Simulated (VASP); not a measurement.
# Mn (Pm-3m) in VASP: single point with LDA

Aim: the single point of Mn with LDA.

All numbers are computed with VASP 6.6.1; they aren't measurements. Logs are shortened: lines on timing, memory, paths and dates and some standing lists are left out, and cuts for length are marked.

## (1) The cell of the first run

Symmetry: Pm-3m, No. 221, cubic system. Conventional cell: a = 2.231 Å, b = 2.231 Å, c = 2.231 Å, α = 90.00°, β = 90.00°, γ = 90.00°. Mn (site symmetry m-3m) has 6 Mn at 2.23 Å within 3.0 Å.

## (2) Single point, LDA

INCAR reads:

```
PREC = Accurate
ENCUT = 520
EDIFF = 1E-6
ISMEAR = -1
SIGMA = 0.13605693000000002
LREAL = False
LASPH = True
NELM = 80
ALGO = Normal
ISIF = 2
LWAVE = False
LCHARG = False
NBANDS = 12
```

KPOINTS reads:

```
Automatic mesh
0
Gamma
  15 15 15
```

POSCAR reads:

```
Mn
1.0
    2.2313018333      0.0000000000      0.0000000000
    0.0000000000      2.2313018333      0.0000000000
    0.0000000000      0.0000000000      2.2313018333
Mn
1
Direct
    0.0000000000      0.0000000000      0.0000000000
```

Potentials or basis: VASP PAW LDA potentials, release 64 (Mn_pv).

On the command line:

```sh
cat potpaw_LDA.64/Mn_pv/POTCAR > POTCAR
mpirun -np 1 vasp_std > vasp.out
```

OUTCAR:

```text
PREC = Accurate
   ENCUT = 520
   EDIFF = 1E-6
   ISMEAR = -1
   LREAL = False
   LASPH = True
   NELM = 80
   ISIF = 2

 ion  position               nearest neighbor table
   1  0.000  0.000  0.000-

  LATTYP: Found a simple cubic cell.
 ALAT       =     2.2313018333

  Lattice vectors:

 A1 = (   2.2313018333,   0.0000000000,   0.0000000000)
 A2 = (   0.0000000000,   2.2313018333,   0.0000000000)
 A3 = (   0.0000000000,   0.0000000000,   2.2313018333)

Analysis of symmetry for initial positions (statically):
=====================================================================
 Subroutine PRICEL returns:
 Original cell was already a primitive cell.

 Routine SETGRP: Setting up the symmetry group for a
 simple cubic supercell.

 Subroutine GETGRP returns: Found 48 space group operations
 (whereof 48 operations were pure point group operations)
 out of a pool of 48 trial point group operations.

The static configuration has the point symmetry O_h .

Analysis of symmetry for dynamics (positions and initial velocities):
=====================================================================
 Subroutine PRICEL returns:
 Original cell was already a primitive cell.

 Routine SETGRP: Setting up the symmetry group for a
 simple cubic supercell.

 Subroutine GETGRP returns: Found 48 space group operations
 (whereof 48 operations were pure point group operations)
 out of a pool of 48 trial point group operations.

The dynamic configuration has the point symmetry O_h .

 Subroutine INISYM returns: Found 48 space group operations
 (whereof 48 operations are pure point group operations),
 and found     1 'primitive' translations

----------------------------------------------------------------------------------------

                                     Primitive cell

  volume of cell :      11.1090

  direct lattice vectors                    reciprocal lattice vectors
     2.231301833  0.000000000  0.000000000     0.448168860  0.000000000  0.000000000
     0.000000000  2.231301833  0.000000000     0.000000000  0.448168860  0.000000000
     0.000000000  0.000000000  2.231301833     0.000000000  0.000000000  0.448168860

  length of vectors
     2.231301833  2.231301833  2.231301833     0.448168860  0.448168860  0.448168860

  position of ions in fractional coordinates (direct lattice)
     0.000000000  0.000000000  0.000000000

  ion indices of the primitive-cell ions
   primitive index   ion index
                 1           1

----------------------------------------------------------------------------------------

 KPOINTS: Automatic mesh

Automatic generation of k-mesh.
 Grid dimensions read from file:
 generate k-points for:   15   15   15

 Generating k-lattice:

  Cartesian coordinates                     Fractional coordinates (reciprocal lattice)
     0.029877924  0.000000000  0.000000000     0.066666667  0.000000000  0.000000000
     0.000000000  0.029877924  0.000000000     0.000000000  0.066666667  0.000000000
     0.000000000  0.000000000  0.029877924     0.000000000  0.000000000  0.066666667

  Length of vectors
     0.029877924  0.029877924  0.029877924

  Shift w.r.t. Gamma in fractional coordinates (k-lattice)
     0.000000000  0.000000000  0.000000000

 Subroutine IBZKPT returns following result:
 ===========================================

 Found    120 irreducible k-points:

 Following reciprocal coordinates:
            Coordinates               Weight
  0.000000  0.000000  0.000000      1.000000
  0.066667  0.000000  0.000000      6.000000
  0.133333  0.000000  0.000000      6.000000
  0.200000  0.000000  0.000000      6.000000
  0.266667  0.000000  0.000000      6.000000
  0.333333  0.000000  0.000000      6.000000
[... 16 lines left out ...]
  0.266667  0.200000  0.000000     24.000000
  0.333333  0.200000  0.000000     24.000000
 [... further k-points ...]
   k-points           NKPTS =    120   k-points in BZ     NKDIM =    120   number of bands    NBANDS=     12
   number of dos      NEDOS =    301   number of ions     NIONS =      1
   total plane-waves  NPLWV =   5832
   dimension x,y,z NGX =    18 NGY =   18 NGZ =   18
   dimension x,y,z NGXF=    36 NGYF=   36 NGZF=   36
   ions per type =               1
   NGX,Y,Z   is equivalent  to a cutoff of  13.41, 13.41, 13.41 a.u.
   NGXF,Y,Z  is equivalent  to a cutoff of  26.82, 26.82, 26.82 a.u.
 SYSTEM =  unknown system
   PREC   = accura    normal or accurate (medium, high low for compatibility)
   ISTART =      0    job   : 0-new  1-cont  2-samecut
   ICHARG =      2    charge: 1-file 2-atom 10-const
   ISPIN  =      1    spin polarized calculation?
   LNONCOLLINEAR =      F non collinear calculations
   LSORBIT =      F    spin-orbit coupling
   LASPH  =      T    aspherical Exc in radial PAW
   ENCUT  =  520.0 eV  38.22 Ry    6.18 a.u.   4.15  4.15  4.15*2*pi/ulx,y,z
   NELM   =     80;   NELMIN=  2; NELMDL= -5     # of ELM steps
   EDIFF  = 0.1E-05   stopping-criterion for ELM
   LREAL  =      F    real-space projection
   EDIFFG = 0.1E-04   stopping-criterion for IOM
   NSW    =      0    number of steps for IOM
   IBRION =     -1    ionic relax: 0-MD 1-quasi-New 2-CG
   NFREE  =      0    steps in history (QN), initial steepest desc. (CG)
   ISIF   =      2    stress and relaxation
   ISYM   =      2    0-nonsym 1-usesym 2-fastsym
   POTIM  = 0.5000    time-step for ionic-motion
   TEBEG  =    0.0;   TEEND  =   0.0 temperature during run
   PSTRESS=    0.0 pullay stress
   NELECT =      13.0000    total number of electrons
   NUPDOWN=      -1.0000    fix difference up-down
   EMIN   =  10.00;   EMAX   =-10.00  energy-range for DOS
   EFERMI =   0.00;   METHOD = LEGACY
   ISMEAR =    -1;   SIGMA  =   0.14  broadening in eV -4-tet -1-fermi 0-gaus
   EFERMI_NEDOS =   21; number of points for ismear=-14 and -15
   IALGO  =     38    algorithm
   IMIX   =      4    mixing-type and parameters
     AMIX     =   0.40;   BMIX     =  1.00
     AMIX_MAG =   1.60;   BMIX_MAG =  1.00
  volume/ion in A,a.u.               =      11.11        74.97
  Fermi-wavevector in a.u.,A,eV,Ry     =   1.725166  3.260092 40.493641  2.976199
  Thomas-Fermi vector in A             =   2.800718
   LORBIT       =      0    0 simple, 1 ext, 2 COOP (PROOUT), +10 PAW based schemes
   GGA     = CA    functional components
   LHFCALC =     F    Hartree Fock is set to
   AEXX    =    0.0000 exact exchange contribution
   IVDW    =     0    specifies the selected vdW correction
   LEPSILON=     F    determine dielectric tensor
   LRPA    =     F    only Hartree local field effects (RPA)
 non-spin polarized calculation
  energy-cutoff  :      520.00
  volume of cell :       11.11
 maximum number of plane-waves:       308
 NGX is ok and might be reduce to    18
   NGX =  9   NGY =  9   NGZ =  9

 number of electron      12.9999998 magnetization

 Free energy of the ion-electron system (eV)
  ---------------------------------------------------
  ext. energy  EPLUGINS =         0.00000000
  ---------------------------------------------------
  free energy    TOTEN  =        -9.28165507 eV

  energy without entropy =       -9.18249948  energy(sigma->0) =       -9.23207727

 E-fermi :  10.1966     XC(G=0): -14.0362

 val. band max:       10.1934173481   @ k =   0.3333   0.2000   0.0667
 cond. band min:      10.2004535734   @ k =   0.3333   0.1333   0.0667
 fundamental gap:      0.0070362253
 Fermi energy:        10.1965892797

 k-point     1 :       0.0000    0.0000    0.0000
  band No.  band energies     occupation
      1     -37.0515      2.00000
      2     -37.0515      2.00000
      3     -37.0515      2.00000
      4       1.9512      2.00000
      5       6.1911      2.00000
      6       6.1911      2.00000
      7      12.0186      0.00000
      8      12.0186      0.00000
      9      12.0186      0.00000
     10      31.4147      0.00000
     11      31.4147      0.00000
     12      31.4147      0.00000

 k-point     2 :       0.0667    0.0000    0.0000
  band No.  band energies     occupation
      1     -37.1011      2.00000
      2     -37.0472      2.00000
      3     -37.0472      2.00000
      4       2.1055      2.00000
      5       6.2232      2.00000
      6       6.3013      2.00000
      7      11.9179      0.00001
      8      11.9179      0.00001
      9      12.0264      0.00000
     10      29.9623      0.00000
     11      31.6468      0.00000
     12      31.6468      0.00000

 k-point     3 :       0.1333    0.0000    0.0000
  band No.  band energies     occupation
      1     -37.2403      2.00000
      2     -37.0353      2.00000
      3     -37.0353      2.00000
      4       2.5511      2.00000
      5       6.3149      2.00000
      6       6.6222      2.00000
      7      11.6411      0.00005
      8      11.6411      0.00005
      9      12.0486      0.00000
     10      27.3423      0.00000
     11      32.3188      0.00000
     12      32.3188      0.00000
[... 286 lines left out ...]
 k-point    23 :       0.2667    0.2000    0.0000
  band No.  band energies     occupation
      1     -37.6261      2.00000
      2     -37.3742      2.00000
      3     -36.9644      2.00000
      4       5.0303      2.00000
      5       7.1398      2.00000
      6       8.2935      2.00000
      7      10.4489      0.27074
      8      10.9304      0.00905
      9      11.4316      0.00023
     10      23.1027      0.00000
     11      27.2069      0.00000
     12      36.2605      0.00000

 k-point    24 :       0.3333    0.2000    0.0000
  band No.  band energies     occupation
      1     -37.8364      2.00000
      2     -37.3508      2.00000
      3     -36.9452      2.00000
      4       5.6956      2.00000
      5       7.2281      2.00000
      6       8.5538      1.99999
      7      10.5736      0.11787
      8      10.8738      0.01369
      9      11.4780      0.00016
     10      20.8780      0.00000
     11      28.1367      0.00000
     12      35.7352      0.00000

 [... further k-points ...]

------------------------ aborting loop because EDIFF is reached ----------------------------------------

  FORCE on cell =-STRESS in cart. coord.  units (eV):
  Direction    XX          YY          ZZ          XY          YZ          ZX
  --------------------------------------------------------------------------------------
  -------------------------------------------------------------------------------------
  Total        0.0484756      0.0484756      0.0484756      0.0000000      0.0000000     -0.0000000
  in kB        6.9913118      6.9913118      6.9913118      0.0000000      0.0000000     -0.0000000
  external PRESSURE =       6.9913118 kB  Pullay stress =       0.0000000 kB

 VOLUME and BASIS-vectors are now :
 -----------------------------------------------------------------------------
  energy-cutoff  :      520.00
  volume of cell :       11.11
      direct lattice vectors                 reciprocal lattice vectors
     2.231301833  0.000000000  0.000000000     0.448168860  0.000000000  0.000000000
     0.000000000  2.231301833  0.000000000     0.000000000  0.448168860  0.000000000
     0.000000000  0.000000000  2.231301833     0.000000000  0.000000000  0.448168860

 POSITION                                       TOTAL-FORCE (eV/Angst)
 -----------------------------------------------------------------------------------
      0.00000      0.00000      0.00000         0.000000      0.000000      0.000000
 -----------------------------------------------------------------------------------
    total drift:                               -0.000000      0.000000      0.000000

  FREE ENERGIE OF THE ION-ELECTRON SYSTEM (eV)
  ---------------------------------------------------
  free  energy   TOTEN  =        -9.2816550696 eV

  energy  without entropy=       -9.1824994789  energy(sigma->0) =       -9.23207727
```

Run time: 9.1 s. Hardware: 1 thread of Intel Xeon Platinum 8488C (Sapphire Rapids), shared host; peak memory 0.12 GiB.

Results:

| Item | Value |
| --- | --- |
| Free energy | -9.2817 eV |
| Pressure | 0.7 GPa |

Caveat: the run has no spin polarisation, though such a crystal can be magnetic.
